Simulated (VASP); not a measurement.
A run of VASP 6.6.1 is set up as follows.

INCAR

```
  PREC = Accurate
  ENCUT = 520
  EDIFF = 1E-6
  ISMEAR = 0
  SIGMA = 0.1
  LREAL = F
  LASPH = T
  NELM = 150
  ALGO = Normal
  ISIF = 2
  LWAVE = F
  LCHARG = F
  ISPIN = 2
  MAGMOM = 0 1 1
  LORBIT = 11
  GGA = PE
  NBANDS = 22
```

The input KPOINTS:

```
Automatic mesh
0
Gamma
  6 6 4
```

The input POSCAR:

```
NaF2
1.0
    3.4489208600      0.0000000000      0.0000000000
   -1.7244604300      2.9868530800      0.0000000000
    0.0000000000      0.0000000000      5.3458273400
Na F
1 2
Direct
    0.0000000000      0.0000000000      0.0000000000
    0.3333333300      0.6666666700      0.2500000000
    0.6666666700      0.3333333300      0.7500000000
```

Potentials or basis: VASP PAW PBE potentials, release 64 (Na_pv, F).

Run with:

```bash
$ cat potpaw_PBE.64/Na_pv/POTCAR potpaw_PBE.64/F/POTCAR > POTCAR
$ mpirun -np 1 vasp_std > vasp.out
```

(1) What does it give for the net moment?

(2) Predict the band gap on the k mesh.

(3) Predict the pressure.

(4) Estimate the site moments.

## Answers

(1) 1.00 μB per cell.

(2) zero (filled and empty bands overlap).

(3) -2.0 GPa.

(4) Na -0.00; F +0.44 μB.

Caveat: the cell differs from its parent crystal (atoms taken out).
